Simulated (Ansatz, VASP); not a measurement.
**Two plane-wave programs on Ca2Si**

The input INCAR:

```
SYSTEM = Ca2Si
PREC = Accurate
ENCUT = 520
EDIFF = 1E-6
ISMEAR = 0
SIGMA = 0.05
LREAL = .FALSE.
LASPH = .TRUE.
NELM = 60
ALGO = Normal
ISIF = 2
LWAVE = .FALSE.
LCHARG = .FALSE.
GGA = CA
NBANDS = 19
```

File KPOINTS:

```
regular mesh
0
G
  8 8 8
  0 0 0
```

POSCAR

```
Ca2Si
1.0
    0.0000000000      3.6242863276      3.2566051060
    3.6242863276      0.0000000000      3.2566051060
    3.6242863276      3.6242863276      0.0000000000
Ca Si
2 1
Direct
    0.7422466805      0.7422466805      0.7577533195
    0.2577533195      0.2577533195      0.2422466805
    0.0000000000      0.0000000000      0.0000000000
```

Input for Ansatz:

```yaml
crystal:
  lattice:
    - [0.0, 3.6242863276, 3.256605106]
    - [3.6242863276, 0.0, 3.256605106]
    - [3.6242863276, 3.6242863276, 0.0]
  atoms:
    - { symbol: Ca, position: [0.7422466805, 0.7422466805, 0.7577533195] }
    - { symbol: Ca, position: [0.2577533195, 0.2577533195, 0.2422466805] }
    - { symbol: Si, position: [0.0, 0.0, 0.0] }
basis:
  ecutwfc: 420
kpoints:
  mp_grid: { grid: [8, 8, 8] }
hamiltonian:
  xc: lda
  pseudopotentials: { kind: paw }
scf:
  occupations: { method: gaussian, width: 0.05 }
output:
  forces: true
  stress: true
  eigenvalues: true
```

Change from the starting cell: mode 6 frozen in at -0.054 Å, strain +e along z and -e/2 along x and y -0.0700.

Alike in both runs: task single point; functional LDA; k mesh 8 × 8 × 8; occupations gaussian, width 0.05 eV; no spin polarisation.

```csv
,VASP,Ansatz
version,VASP 6.6.1,Ansatz 0.2.0
potentials or method,"VASP PAW LDA potentials, release 64 (Ca_sv, Si), cutoff 520 eV","scalar-relativistic, plane waves, PAW"
valence electrons in the cell,24,24
```

VASP gave:

```
gap on the k mesh at the Fermi level (eV)                     : 0.09
least direct gap on the mesh (eV)                             : 0.09
pressure (GPa)                                                : 0.1
traceless stress, the component that is largest in VASP (GPa) : 4.88
rms of the force components (eV/Å)                            : 0.193
```

Task: Estimate Ansatz's values.

Result: gap on the k mesh at the Fermi level (eV): 0.09; least direct gap on the mesh (eV): 0.09; pressure (GPa): 0.0; traceless stress, the component that is largest in VASP (GPa): 4.89; rms of the force components (eV/Å): 0.192.

LDA's correlation is that of Perdew and Zunger in VASP and of Perdew and Wang (1992) in Ansatz. Atom by atom the forces differ by 0.001 eV/Å (rms over components).
